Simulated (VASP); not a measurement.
# Cr2PbO3 (P-4m2) in VASP: notebook

Cr2PbO3 is run at these levels: PBE; tasks: single point, relaxation of cell and atoms.

Program: VASP 6.6.1. These are calculated values, not measurements. Logs are shortened: lines on timing, memory, paths and dates and some standing lists are left out, and cuts for length are marked.

### 1 The cell of the first run

The structure is tetragonal, space group P-4m2 (No. 115). The conventional cell has a = 3.218 Å, b = 3.218 Å, c = 8.227 Å, α = 90.00°, β = 90.00°, γ = 90.00°. Cr (site symmetry 2mm) has 5 O at 2.10 to 2.28 Å within 2.8 Å. Pb (site symmetry -4m2) has 4 O at 2.28 Å within 3.0 Å. O (site symmetry -4m2) has 4 Pb at 2.28 Å within 3.0 Å. O (site symmetry 2mm) has 5 Cr at 2.10 to 2.28 Å within 2.8 Å.

The cell was generated, and may not be a known phase.

### 2 Single point, PBE, collinear spin, ferromagnetic start

The input, INCAR:

```
ALGO = Normal
EDIFF = 1E-6
ENCUT = 520
GGA = PE
ISIF = 2
ISMEAR = 0
ISPIN = 2
LASPH = True
LCHARG = False
LMAXMIX = 4
LORBIT = 11
LREAL = False
LWAVE = False
MAGMOM = 3 3 0 0 0 0
NBANDS = 41
NELM = 150
PREC = Accurate
SIGMA = 0.15
```

The input, KPOINTS:

```
k-points
0
Gamma
  4 4 2
```

The input, POSCAR:

```
Cr2PbO3
1.0
    3.2178612276      0.0000000000      0.0000000000
    0.0000000000      3.2178612276      0.0000000000
    0.0000000000      0.0000000000      8.2271171393
Cr Pb O
2 1 3
Direct
    0.0000000000      0.5000000000      0.6349837262
    0.5000000000      0.0000000000      0.3650162738
    0.0000000000      0.0000000000      0.0000000000
    0.5000000000      0.5000000000      0.0000000000
    0.0000000000      0.5000000000      0.3797238467
    0.5000000000      0.0000000000      0.6202761533
```

Potentials or basis: VASP PAW PBE potentials, release 64 (Cr_pv, Pb_d, O).

Launch:

```sh
$ cat potpaw_PBE.64/Cr_pv/POTCAR potpaw_PBE.64/Pb_d/POTCAR potpaw_PBE.64/O/POTCAR > POTCAR
$ mpirun -np 1 vasp_std > vasp.out
```

OUTCAR:

```text
EDIFF = 1E-6
   ENCUT = 520
   GGA = PE
   ISIF = 2
   ISMEAR = 0
   ISPIN = 2
   LASPH = True
   LORBIT = 11
   LREAL = False
   NELM = 150
   PREC = Accurate

 ion  position               nearest neighbor table
   1  0.000  0.500  0.635-   5 2.10   6 2.28   6 2.28   6 2.28   6 2.28   3 3.41   3 3.41
   2  0.500  0.000  0.365-   6 2.10   5 2.28   5 2.28   5 2.28   5 2.28   3 3.41   3 3.41
   3  0.000  0.000  0.000-   4 2.28   4 2.28   4 2.28   4 2.28   2 3.41   2 3.41   1 3.41   1 3.41

   4  0.500  0.500  0.000-   3 2.28   3 2.28   3 2.28   3 2.28
   5  0.000  0.500  0.380-   1 2.10   2 2.28   2 2.28   2 2.28   2 2.28
   6  0.500  0.000  0.620-   2 2.10   1 2.28   1 2.28   1 2.28   1 2.28

  LATTYP: Found a simple tetragonal cell.
 ALAT       =     3.2178612276
 C/A-ratio  =     2.5567035237

  Lattice vectors:

 A1 = (   3.2178612276,   0.0000000000,   0.0000000000)
 A2 = (   0.0000000000,   3.2178612276,   0.0000000000)
 A3 = (   0.0000000000,   0.0000000000,   8.2271171393)

Analysis of symmetry for initial positions (statically):
=====================================================================
 Subroutine PRICEL returns:
 Original cell was already a primitive cell.

 Routine SETGRP: Setting up the symmetry group for a
 simple tetragonal supercell.

 Subroutine GETGRP returns: Found  8 space group operations
 (whereof  8 operations were pure point group operations)
 out of a pool of 16 trial point group operations.

The static configuration has the point symmetry D_2d.

Analysis of symmetry for dynamics (positions and initial velocities):
=====================================================================
 Subroutine PRICEL returns:
 Original cell was already a primitive cell.

 Routine SETGRP: Setting up the symmetry group for a
 simple tetragonal supercell.

 Subroutine GETGRP returns: Found  8 space group operations
 (whereof  8 operations were pure point group operations)
 out of a pool of 16 trial point group operations.

The dynamic configuration has the point symmetry D_2d.

Analysis of structural, dynamic, and magnetic symmetry:
=====================================================================
 Subroutine PRICEL returns:
 Original cell was already a primitive cell.

 Routine SETGRP: Setting up the symmetry group for a
 simple tetragonal supercell.

 Subroutine GETGRP returns: Found  8 space group operations
 (whereof  8 operations were pure point group operations)
 out of a pool of 16 trial point group operations.

The overall configuration has the point symmetry D_2d.

 Subroutine INISYM returns: Found  8 space group operations
 (whereof  8 operations are pure point group operations),
 and found     1 'primitive' translations

----------------------------------------------------------------------------------------

                                     Primitive cell

  volume of cell :      85.1888

  direct lattice vectors                    reciprocal lattice vectors
     3.217861228  0.000000000  0.000000000     0.310765421  0.000000000  0.000000000
     0.000000000  3.217861228  0.000000000     0.000000000  0.310765421  0.000000000
     0.000000000  0.000000000  8.227117139     0.000000000  0.000000000  0.121549260

  length of vectors
     3.217861228  3.217861228  8.227117139     0.310765421  0.310765421  0.121549260

  position of ions in fractional coordinates (direct lattice)
     0.000000000  0.500000000  0.634983726
     0.500000000  0.000000000  0.365016274
     0.000000000  0.000000000  0.000000000
     0.500000000  0.500000000  0.000000000
     0.000000000  0.500000000  0.379723847
     0.500000000  0.000000000  0.620276153

  ion indices of the primitive-cell ions
   primitive index   ion index
                 1           1
                 2           2
                 3           3
                 4           4
                 5           5
                 6           6

----------------------------------------------------------------------------------------

 KPOINTS: k-points

[... 32 lines left out ...]
  0.500000  0.000000  0.500000      2.000000
  0.250000  0.250000  0.500000      4.000000
  0.500000  0.250000  0.500000      4.000000
  0.500000  0.500000  0.500000      1.000000
   k-points           NKPTS =     12   k-points in BZ     NKDIM =     12   number of bands    NBANDS=     41
   number of dos      NEDOS =    301   number of ions     NIONS =      6
   total plane-waves  NPLWV =  36864
   dimension x,y,z NGX =    24 NGY =   24 NGZ =   64
   dimension x,y,z NGXF=    48 NGYF=   48 NGZF=  128
   ions per type =               2   1   3
   NGX,Y,Z   is equivalent  to a cutoff of  12.40, 12.40, 12.93 a.u.
   NGXF,Y,Z  is equivalent  to a cutoff of  24.80, 24.80, 25.87 a.u.
 SYSTEM =  unknown system
   PREC   = accura    normal or accurate (medium, high low for compatibility)
   ISTART =      0    job   : 0-new  1-cont  2-samecut
   ICHARG =      2    charge: 1-file 2-atom 10-const
   ISPIN  =      2    spin polarized calculation?
   LNONCOLLINEAR =      F non collinear calculations
   LSORBIT =      F    spin-orbit coupling
   LASPH  =      T    aspherical Exc in radial PAW
   ENCUT  =  520.0 eV  38.22 Ry    6.18 a.u.   5.98  5.98 15.30*2*pi/ulx,y,z
   NELM   =    150;   NELMIN=  2; NELMDL= -5     # of ELM steps
   EDIFF  = 0.1E-05   stopping-criterion for ELM
   LREAL  =      F    real-space projection
   EDIFFG = 0.1E-04   stopping-criterion for IOM
   NSW    =      0    number of steps for IOM
   IBRION =     -1    ionic relax: 0-MD 1-quasi-New 2-CG
   NFREE  =      0    steps in history (QN), initial steepest desc. (CG)
   ISIF   =      2    stress and relaxation
   ISYM   =      2    0-nonsym 1-usesym 2-fastsym
   POTIM  = 0.5000    time-step for ionic-motion
   TEBEG  =    0.0;   TEEND  =   0.0 temperature during run
   PSTRESS=    0.0 pullay stress
   NELECT =      56.0000    total number of electrons
   NUPDOWN=      -1.0000    fix difference up-down
   EMIN   =  10.00;   EMAX   =-10.00  energy-range for DOS
   EFERMI =   0.00;   METHOD = LEGACY
   ISMEAR =     0;   SIGMA  =   0.15  broadening in eV -4-tet -1-fermi 0-gaus
   EFERMI_NEDOS =   21; number of points for ismear=-14 and -15
   IALGO  =     38    algorithm
   IMIX   =      4    mixing-type and parameters
     AMIX     =   0.40;   BMIX     =  1.00
     AMIX_MAG =   1.60;   BMIX_MAG =  1.00
  volume/ion in A,a.u.               =      14.20        95.81
  Fermi-wavevector in a.u.,A,eV,Ry     =   1.423454  2.689938 27.568410  2.026221
  Thomas-Fermi vector in A             =   2.544050
   LORBIT       =     11    0 simple, 1 ext, 2 COOP (PROOUT), +10 PAW based schemes
   GGA     = PE    functional components
   LHFCALC =     F    Hartree Fock is set to
   AEXX    =    0.0000 exact exchange contribution
   IVDW    =     0    specifies the selected vdW correction
   LEPSILON=     F    determine dielectric tensor
   LRPA    =     F    only Hartree local field effects (RPA)
 spin polarized calculation
 Gauss-broadening in eV      SIGMA  =   0.15
  energy-cutoff  :      520.00
  volume of cell :       85.19
 maximum number of plane-waves:      2320
 NGX is ok and might be reduce to    24
   NGX = 11   NGY = 11   NGZ = 31

 number of electron      55.9999986 magnetization       7.9773829

 Free energy of the ion-electron system (eV)
  ---------------------------------------------------
  ext. energy  EPLUGINS =         0.00000000
  ---------------------------------------------------
  free energy    TOTEN  =       -41.78143842 eV

  energy without entropy =      -41.75082046  energy(sigma->0) =      -41.76612944

 E-fermi :   6.8236     XC(G=0): -10.9222

 val. band max:        6.8112497674   @ k =   0.0000   0.0000   0.5000
 cond. band min:       6.8727033237   @ k =   0.5000   0.0000   0.0000
 fundamental gap:      0.0614535563
 Fermi energy:         6.8235827376

 spin component 1

 k-point     1 :       0.0000    0.0000    0.0000
  band No.  band energies     occupation
      1     -37.7157      1.00000
      2     -37.7157      1.00000
      3     -37.6960      1.00000
      4     -37.6959      1.00000
      5     -37.6495      1.00000
      6     -37.6041      1.00000
[... 505 lines left out ...]
     39      12.4320      0.00000
     40      13.2006      0.00000
 Fermi energy:         6.8235827376

 spin component 2

 k-point     1 :       0.0000    0.0000    0.0000
  band No.  band energies     occupation
      1     -34.1116      1.00000
      2     -34.1116      1.00000
      3     -34.0869      1.00000
      4     -34.0869      1.00000
      5     -33.8970      1.00000
      6     -33.8416      1.00000
[... 505 lines left out ...]
     39      13.6991      0.00000
     40      15.8050      0.00000
 [bands above 40 left out]

------------------------ aborting loop because EDIFF is reached ----------------------------------------

  FORCE on cell =-STRESS in cart. coord.  units (eV):
  Direction    XX          YY          ZZ          XY          YZ          ZX
  --------------------------------------------------------------------------------------
  -------------------------------------------------------------------------------------
  Total        0.2497602      0.2497602      0.2715703      0.0000000     -0.0000000      0.0000000
  in kB        4.6973344      4.6973344      5.1075254      0.0000000     -0.0000000      0.0000000
  external PRESSURE =       4.8340647 kB  Pullay stress =       0.0000000 kB

 VOLUME and BASIS-vectors are now :
 -----------------------------------------------------------------------------
  energy-cutoff  :      520.00
  volume of cell :       85.19
      direct lattice vectors                 reciprocal lattice vectors
     3.217861228  0.000000000  0.000000000     0.310765421  0.000000000  0.000000000
     0.000000000  3.217861228  0.000000000     0.000000000  0.310765421  0.000000000
     0.000000000  0.000000000  8.227117139     0.000000000  0.000000000  0.121549260

 POSITION                                       TOTAL-FORCE (eV/Angst)
 -----------------------------------------------------------------------------------
      0.00000      1.60893      5.22409        -0.000000      0.000000      0.049385
      1.60893      0.00000      3.00303        -0.000000      0.000000     -0.049385
      0.00000      0.00000      0.00000        -0.000000      0.000000      0.000000
      1.60893      1.60893      0.00000        -0.000000     -0.000000      0.000000
      0.00000      1.60893      3.12403         0.000000      0.000000     -0.042230
      1.60893      0.00000      5.10308        -0.000000      0.000000      0.042230
 -----------------------------------------------------------------------------------
    total drift:                                0.000000     -0.000000      0.000000

  FREE ENERGIE OF THE ION-ELECTRON SYSTEM (eV)
  ---------------------------------------------------
  free  energy   TOTEN  =       -41.7814384243 eV

  energy  without entropy=      -41.7508204646  energy(sigma->0) =      -41.76612944

 total charge

# of ion       s       p       d       tot
------------------------------------------
    1        0.194   6.149   4.064  10.407
    2        0.194   6.149   4.064  10.407
    3        1.403   0.659   9.924  11.985
    4        1.605   3.375   0.000   4.980
    5        1.562   3.365   0.000   4.928
    6        1.562   3.365   0.000   4.928
--------------------------------------------------
tot          6.521  23.062  18.052  47.635

 magnetization (x)

# of ion       s       p       d       tot
------------------------------------------
    1        0.046   0.032   3.514   3.591
    2        0.046   0.032   3.514   3.591
    3       -0.007   0.051   0.003   0.047
    4        0.005   0.062   0.000   0.068
    5        0.012  -0.041   0.000  -0.028
    6        0.012  -0.041   0.000  -0.028
--------------------------------------------------
tot          0.114   0.095   7.030   7.239
```

Run time: 53 s. Hardware: 1 thread of Intel Xeon Platinum 8488C (Sapphire Rapids), shared host; peak memory 0.25 GiB.

Results:

```
Free energy                                           : -41.7814 eV
Pressure                                              : 0.5 GPa
Largest force                                         : 0.049 eV/Å
Band gap on the k mesh                                : zero (filled and empty bands overlap)
Net moment                                            : 7.98 μB per cell
Site moments                                          : Cr +3.59; Pb +0.05; O +0.07, -0.03 (each value once) μB
Valence electrons inside the program's atomic spheres : Cr 10.41; Pb 11.98; O 4.98, 4.93 (each value once)
```

Forces on the atoms (eV/Å):
```
Cr   0.000  0.000  0.049
Cr   0.000  0.000 -0.049
Pb   0.000  0.000  0.000
O    0.000  0.000  0.000
O    0.000  0.000 -0.042
O    0.000  0.000  0.042
```

Levels at points of the mesh, in eV from the Fermi level:
Spin up:
```csv
k point,band 30,band 31,band 32,band 33,band 34,band 35
"(0.00, 0.00, 0.00)",-0.90,-0.90,-0.79,-0.75,-0.33,0.66
"(0.50, 0.00, 0.00)",-0.68,-0.26,0.58,1.07,1.35,1.36
"(0.50, 0.50, 0.00)",-0.85,-0.45,-0.45,-0.26,-0.26,2.78
"(0.00, 0.00, 0.50)",-0.89,-0.89,-0.89,-0.75,-0.32,-0.09
"(0.50, 0.00, 0.50)",-0.47,-0.07,0.60,1.31,1.35,1.36
"(0.50, 0.50, 0.50)",-0.85,-0.46,-0.46,-0.28,-0.28,2.92
```
Spin down:
```
           k point  band 20  band 21  band 22  band 23  band 24  band 25  band 26  band 27  band 28  band 29
(0.00, 0.00, 0.00)    -4.23    -4.23    -3.49    -3.49    -3.42     0.13     0.83     1.62     1.63     1.76
(0.50, 0.00, 0.00)    -4.43    -4.39    -3.25    -2.76     0.05     0.56     0.67     2.37     2.44     2.45
(0.50, 0.50, 0.00)    -4.54    -4.51    -4.15    -4.15    -3.22     0.99     1.08     1.30     2.18     2.18
(0.00, 0.00, 0.50)    -4.24    -4.24    -3.86    -3.48    -3.48    -0.01     0.78     1.03     1.62     1.79
(0.50, 0.00, 0.50)    -4.48    -4.44    -3.27    -2.76    -0.32     0.62     1.02     2.23     2.46     2.53
(0.50, 0.50, 0.50)    -4.43    -4.32    -4.12    -4.12    -3.32     0.18     1.15     2.18     2.18     2.38
```

Caveat: the k points lie up to 0.49 Å⁻¹ apart, too coarse for converged energies and pressures of a metal; spin-orbit coupling is left out, which moves the levels of the heavy elements; semilocal functionals often make such compounds metallic where correlation or magnetic order opens a gap, which also shifts bond lengths; the run started ferromagnetic, and an antiferromagnetic order may lie lower in energy. With open d or f shells a metallic result of PBE can be an artefact of self-interaction; +U or a hybrid may open a gap.

(Continued in part 2 of 2.)

The gap in the log of VASP goes by the Fermi energy; the results here count the filled bands.